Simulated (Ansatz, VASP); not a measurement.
# One calculation of Hg2O, two programs

```
Hg O
1.0
     3.76927    0.00000    0.00000
    -1.88464    3.26429    0.00000
     0.00000    0.00000    5.91723
Hg O
2 1
Direct
  0.66667 0.33333 0.00000
  0.00000 0.00000 0.50000
  0.33333 0.66667 0.50000
```

Alike in both runs: functional PBE; k mesh 4 × 4 × 3; occupations gaussian, width 0.15 eV; no spin polarisation.

Ansatz relaxed the structure, and its values are those at the end. VASP's run is a single point on that final structure, the one shown.

```csv
,VASP,Ansatz
version,VASP 6.6.1,Ansatz 0.2.0
potentials or method,"VASP PAW PBE potentials, release 64 (Hg_sv_GW, O), cutoff 700 eV","scalar-relativistic, plane waves, PAW"
valence electrons in the cell,46,46
```

```csv
,VASP,Ansatz,Ansatz less VASP
gap on the k mesh at the Fermi level (eV),none,none,-
pressure (GPa),-0.2,0.0,+0.16
```

A gap of «none» marks a metal or a gap that the smearing closes. The functional is the same, so the differences come from potentials, cutoffs and numerics.

The k mesh is coarse, so the values compare programs but aren't converged. Spin-orbit coupling is off throughout.
